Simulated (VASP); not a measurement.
# Tc3C (Fm-3m) in VASP: a series of runs

Tc3C is run at these levels: LDA; tasks: single point, relaxation of cell and atoms.

Program: VASP 6.6.1. These are calculated values, not measurements. Logs are shortened: lines on timing, memory, paths and dates and some standing lists are left out, and cuts for length are marked.

### 1 The cell of the first run

The structure is cubic, space group Fm-3m (No. 225). The conventional cell has a = 5.776 Å, b = 5.776 Å, c = 5.776 Å, α = 90.00°, β = 90.00°, γ = 90.00°. C (site symmetry m-3m) has 14 Tc at 2.50 to 2.89 Å within 3.3 Å. Within 3.3 Å of Tc (site symmetry m-3m) lie 8 Tc at 2.50 Å and 6 C at 2.89 Å. Tc (site symmetry -43m) has 4 C at 2.50 Å and 10 Tc at 2.50 to 2.89 Å within 3.3 Å.

### 2 Single point, LDA

File INCAR:

```
SYSTEM = Tc3C
PREC = Accurate
ENCUT = 600
EDIFF = 1E-6
ISMEAR = 1
SIGMA = 0.05
LREAL = .False.
LASPH = .True.
NELM = 120
ALGO = Normal
ISIF = 2
LWAVE = .False.
LCHARG = .True.
GGA = CA
LELF = .True.
LVHAR = .True.
NBANDS = 30
GGA_COMPAT = .False.
```

File KPOINTS:

```
Automatic mesh
0
Gamma
  8 8 8
  0 0 0
```

File POSCAR:

```
Tc3C
1.0
    0.0000000000      2.8879178764      2.8879178764
    2.8879178764      0.0000000000      2.8879178764
    2.8879178764      2.8879178764      0.0000000000
C Tc
1 3
Direct
    0.0000000000      0.0000000000      0.0000000000
    0.5000000000      0.5000000000      0.5000000000
    0.2500000000      0.2500000000      0.2500000000
    0.7500000000      0.7500000000      0.7500000000
```

Potentials or basis: VASP PAW LDA potentials, release 64 (C, Tc_pv).

Command:

```bash
> cat potpaw_LDA.64/C/POTCAR potpaw_LDA.64/Tc_pv/POTCAR > POTCAR
> mpirun -np 1 vasp_std > vasp.out
```

OUTCAR:

```text
SYSTEM = Tc3C
   PREC = Accurate
   ENCUT = 600
   EDIFF = 1E-6
   ISMEAR = 1
   LREAL = .False.
   LASPH = .True.
   NELM = 120
   ISIF = 2
   GGA = CA

 ion  position               nearest neighbor table
   1  0.000  0.000  0.000-   4 2.50   4 2.50   4 2.50   3 2.50   4 2.50   3 2.50   3 2.50   3 2.50

   2  0.500  0.500  0.500-   3 2.50   3 2.50   3 2.50   3 2.50   4 2.50   4 2.50   4 2.50   4 2.50

   3  0.250  0.250  0.250-   1 2.50   1 2.50   1 2.50   1 2.50   2 2.50   2 2.50   2 2.50   2 2.50
                             4 2.89   4 2.89   4 2.89   4 2.89   4 2.89   4 2.89
   4  0.750  0.750  0.750-   2 2.50   2 2.50   2 2.50   1 2.50   2 2.50   1 2.50   1 2.50   1 2.50
                             3 2.89   3 2.89   3 2.89   3 2.89   3 2.89   3 2.89

  LATTYP: Found a face centered cubic cell.
 ALAT       =     5.7758357528

  Lattice vectors:

 A1 = (   0.0000000000,   2.8879178764,   2.8879178764)
 A2 = (   2.8879178764,   0.0000000000,   2.8879178764)
 A3 = (   2.8879178764,   2.8879178764,   0.0000000000)

Analysis of symmetry for initial positions (statically):
=====================================================================
 Subroutine PRICEL returns:
 Original cell was already a primitive cell.

 Routine SETGRP: Setting up the symmetry group for a
 face centered cubic supercell.

 Subroutine GETGRP returns: Found 48 space group operations
 (whereof 48 operations were pure point group operations)
 out of a pool of 48 trial point group operations.

The static configuration has the point symmetry O_h .

Analysis of symmetry for dynamics (positions and initial velocities):
=====================================================================
 Subroutine PRICEL returns:
 Original cell was already a primitive cell.

 Routine SETGRP: Setting up the symmetry group for a
 face centered cubic supercell.

 Subroutine GETGRP returns: Found 48 space group operations
 (whereof 48 operations were pure point group operations)
 out of a pool of 48 trial point group operations.

The dynamic configuration has the point symmetry O_h .

 Subroutine INISYM returns: Found 48 space group operations
 (whereof 48 operations are pure point group operations),
 and found     1 'primitive' translations

----------------------------------------------------------------------------------------

                                     Primitive cell

  volume of cell :      48.1709

  direct lattice vectors                    reciprocal lattice vectors
[... 93 lines left out ...]
   EDIFFG = 0.1E-04   stopping-criterion for IOM
   NSW    =      0    number of steps for IOM
   IBRION =     -1    ionic relax: 0-MD 1-quasi-New 2-CG
   NFREE  =      0    steps in history (QN), initial steepest desc. (CG)
   ISIF   =      2    stress and relaxation
   ISYM   =      2    0-nonsym 1-usesym 2-fastsym
   POTIM  = 0.5000    time-step for ionic-motion
   TEBEG  =    0.0;   TEEND  =   0.0 temperature during run
   PSTRESS=    0.0 pullay stress
   NELECT =      43.0000    total number of electrons
   NUPDOWN=      -1.0000    fix difference up-down
   EMIN   =  10.00;   EMAX   =-10.00  energy-range for DOS
   EFERMI =   0.00;   METHOD = LEGACY
   ISMEAR =     1;   SIGMA  =   0.05  broadening in eV -4-tet -1-fermi 0-gaus
   EFERMI_NEDOS =   21; number of points for ismear=-14 and -15
   IALGO  =     38    algorithm
   IMIX   =      4    mixing-type and parameters
     AMIX     =   0.40;   BMIX     =  1.00
     AMIX_MAG =   1.60;   BMIX_MAG =  1.00
  volume/ion in A,a.u.               =      12.04        81.27
  Fermi-wavevector in a.u.,A,eV,Ry     =   1.576290  2.978756 33.806266  2.484690
  Thomas-Fermi vector in A             =   2.677145
   LORBIT       =      0    0 simple, 1 ext, 2 COOP (PROOUT), +10 PAW based schemes
   GGA     = CA    functional components
   LHFCALC =     F    Hartree Fock is set to
   AEXX    =    0.0000 exact exchange contribution
   IVDW    =     0    specifies the selected vdW correction
   LEPSILON=     F    determine dielectric tensor
   LRPA    =     F    only Hartree local field effects (RPA)
 non-spin polarized calculation
 Methfessel and Paxton  Order N= 1 SIGMA  =   0.05
  energy-cutoff  :      600.00
  volume of cell :       48.17
 maximum number of plane-waves:      1639
 NGX is ok and might be reduce to    36
   NGX = 17   NGY = 17   NGZ = 17

 number of electron      42.9999999 magnetization

 Free energy of the ion-electron system (eV)
  ---------------------------------------------------
  ext. energy  EPLUGINS =         0.00000000
  ---------------------------------------------------
  free energy    TOTEN  =       -40.79363471 eV

  energy without entropy =      -40.79391315  energy(sigma->0) =      -40.79372752

 E-fermi :  12.9859     XC(G=0): -14.0425

 val. band max:       12.9681785008   @ k =  -0.3750   0.5000   0.1250
 cond. band min:      13.0043096636   @ k =   0.5000   0.3750   0.1250
 fundamental gap:      0.0361311627
 Fermi energy:        12.9859094756

 k-point     1 :       0.0000    0.0000    0.0000
  band No.  band energies     occupation
      1     -26.5467      2.00000
      2     -26.5467      2.00000
      3     -26.5467      2.00000
      4     -26.1505      2.00000
      5     -26.1505      2.00000
      6     -26.1505      2.00000
[... 781 lines left out ...]
     29      17.4836      0.00000
     30      19.8200      0.00000

 [... further k-points ...]

------------------------ aborting loop because EDIFF is reached ----------------------------------------

  FORCE on cell =-STRESS in cart. coord.  units (eV):
  Direction    XX          YY          ZZ          XY          YZ          ZX
  --------------------------------------------------------------------------------------
  -------------------------------------------------------------------------------------
  Total        0.0748734      0.0748734      0.0748734     -0.0000000      0.0000000     -0.0000000
  in kB        2.4903108      2.4903108      2.4903108     -0.0000000      0.0000000     -0.0000000
  external PRESSURE =       2.4903108 kB  Pullay stress =       0.0000000 kB

 VOLUME and BASIS-vectors are now :
 -----------------------------------------------------------------------------
  energy-cutoff  :      600.00
  volume of cell :       48.17
      direct lattice vectors                 reciprocal lattice vectors
     0.000000000  2.887917876  2.887917876    -0.173135117  0.173135117  0.173135117
     2.887917876  0.000000000  2.887917876     0.173135117 -0.173135117  0.173135117
     2.887917876  2.887917876  0.000000000     0.173135117  0.173135117 -0.173135117

 POSITION                                       TOTAL-FORCE (eV/Angst)
 -----------------------------------------------------------------------------------
      0.00000      0.00000      0.00000         0.000000     -0.000000      0.000000
      2.88792      2.88792      2.88792         0.000000     -0.000000      0.000000
      1.44396      1.44396      1.44396         0.000000      0.000000      0.000000
      4.33188      4.33188      4.33188        -0.000000     -0.000000     -0.000000
 -----------------------------------------------------------------------------------
    total drift:                                0.000000      0.000000      0.000000

  FREE ENERGIE OF THE ION-ELECTRON SYSTEM (eV)
  ---------------------------------------------------
  free  energy   TOTEN  =       -40.7936347080 eV

  energy  without entropy=      -40.7939131530  energy(sigma->0) =      -40.79372752
```

stdout:

```text
POSCAR found type information on POSCAR C Tc
 POSCAR found :  2 types and       4 ions
 scaLAPACK will be used
 LDA part: xc-table for (Slater(with rela. corr.)+CA(PZ))
 , standard interpolation
 POSCAR, INCAR and KPOINTS ok, starting setup
 FFT: planning ... GRIDC
 FFT: planning ... GRID_SOFT
 FFT: planning ... GRID
 WAVECAR not read
 entering main loop
```

Run time: 26 s. Hardware: 1 thread of Intel Xeon 6975P-C (Granite Rapids), shared host; peak memory 0.18 GiB.

Results:

```yaml
Free_energy: -40.7936 eV
Pressure: 0.2 GPa
Band_gap_on_the_k_mesh: zero (an odd number of electrons rules out a gap without spin polarisation)
```

(Continued in part 2 of 2.)

The gap in the log of VASP goes by the Fermi energy; the results here count the filled bands.